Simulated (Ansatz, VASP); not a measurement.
One calculation of HfO2, two programs

```
Hf O
1.0
     3.65368    0.00000    0.00000
     0.00000    3.65368    0.00000
     0.00000    0.00000    5.12264
Hf O
2 4
Direct
  0.50000 0.50000 0.50000
  0.00000 0.00000 0.00000
  0.00000 0.50000 0.69325
  0.50000 0.00000 0.80675
  0.50000 0.00000 0.30675
  0.00000 0.50000 0.19325
```

Alike in both runs: task single point; functional PBE; k mesh 8 × 8 × 6; occupations gaussian, width 0.05 eV; no spin polarisation.

```csv
,VASP,Ansatz
version,VASP 6.6.1,Ansatz 0.2.0
potentials or method,"VASP PAW PBE potentials, release 64 (Hf_pv, O), cutoff 520 eV","scalar-relativistic, plane waves, PAW"
valence electrons in the cell,44,76
```

Ansatz gave:

- gap on the k mesh at the Fermi level (eV): 4.24
- least direct gap on the mesh (eV): 4.30
- pressure (GPa): -0.9
- traceless stress, the component that is largest in VASP (GPa): 8.97
- rms of the force components (eV/Å): 0.058

Q: What did VASP give for the same quantities?

A: gap on the k mesh at the Fermi level (eV): 4.20; least direct gap on the mesh (eV): 4.27; pressure (GPa): -4.0; traceless stress, the component that is largest in VASP (GPa): 9.26; rms of the force components (eV/Å): 0.036.

Atom by atom the forces differ by 0.021 eV/Å (rms over components). VASP's potentials hold 44 valence electrons a cell and Ansatz's 76, so a difference there can come from the potentials and not from the codes.

Neither program's run includes spin-orbit coupling.
